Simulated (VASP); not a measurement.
## KF: single point with PBE

KF:

```
K F
1.0
    -0.02510    2.93540    2.93540
     2.93540   -0.02510    2.93540
     2.91030    2.91030    0.00000
K F
1 1
Direct
  0.99809 0.99809 0.00191
  0.25191 0.25191 0.24809
```

This cell differs from its parent crystal: shear xy strain -1.7%.

```
Program             : VASP 6.6.1
Task                : single point
Functional          : PBE
Potentials or basis : VASP PAW PBE potentials, release 64 (K_sv, F)
Cutoff              : 520 eV
k mesh              : 8 × 8 × 8
Occupations         : fermi-dirac, width 0.02 eV
Spin                : no spin polarisation
```

* Pressure: 0.9 GPa
* Band gap on the k mesh: 5.16 eV, indirect (least direct gap 5.36 eV)

Stress tensor (GPa, compression positive):
```
0.94 0.11 0.00
0.11 0.94 0.00
0.00 0.00 0.94
```

Levels at points of the mesh, in eV from the valence-band top:
```tsv
k point	band 4	band 5	band 6	band 7	band 8	band 9	band 10	band 11	band 12	band 13
(0.00, 0.00, 0.00)	-9.60	-9.60	-0.22	-0.21	-0.20	5.16	11.72	11.76	11.86	11.93
(0.50, 0.00, 0.00)	-9.64	-9.64	-0.28	-0.12	-0.11	7.97	9.19	10.83	10.98	12.94
(0.50, 0.50, 0.00)	-9.72	-9.62	-0.45	-0.01	0.00	8.25	8.38	12.31	12.91	12.97
(0.00, 0.00, 0.50)	-9.65	-9.65	-0.27	-0.12	-0.12	8.03	9.23	10.81	10.96	12.98
(0.50, 0.00, 0.50)	-9.72	-9.62	-0.45	0.00	0.00	8.26	8.38	12.31	12.89	13.00
```

Run time: 44 s on 1 thread of Intel Xeon 6975P-C, on a shared host, peak memory 0.22 GiB.

Caveat: the cell differs from its parent crystal (shear xy strain -1.7%). A k mesh can miss the band edges.
